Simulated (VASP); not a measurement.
Here is a VASP 6.6.1 calculation.

INCAR

```
SYSTEM = LiCl
ALGO = Normal
EDIFF = 1E-7
ENCUT = 520
GGA = PE
ISIF = 2
ISMEAR = 0
LASPH = .True.
LCHARG = .True.
LELF = .True.
LREAL = .False.
LVHAR = .True.
LWAVE = .False.
NBANDS = 12
NELM = 100
PREC = Accurate
SIGMA = 0.01
```

File KPOINTS:

```
k-points
0
Gamma
  8 8 8
  0 0 0
```

The input POSCAR:

```
LiCl
1.0
    0.0000000000      2.5485893422      2.5485893422
    2.5485893422      0.0000000000      2.5485893422
    2.5485893422      2.5485893422      0.0000000000
Li Cl
1 1
Direct
    0.0000000000      0.0000000000      0.0000000000
    0.5000000000      0.5000000000      0.5000000000
```

Potentials or basis: VASP PAW PBE potentials, release 64 (Li_sv, Cl).

Launch:

```bash
$ cat potpaw_PBE.64/Li_sv/POTCAR potpaw_PBE.64/Cl/POTCAR > POTCAR
$ mpirun -np 1 vasp_std > vasp.out
```

Predict the band gap on the k mesh.

6.45 eV, direct.

 A k mesh can miss the band edges.
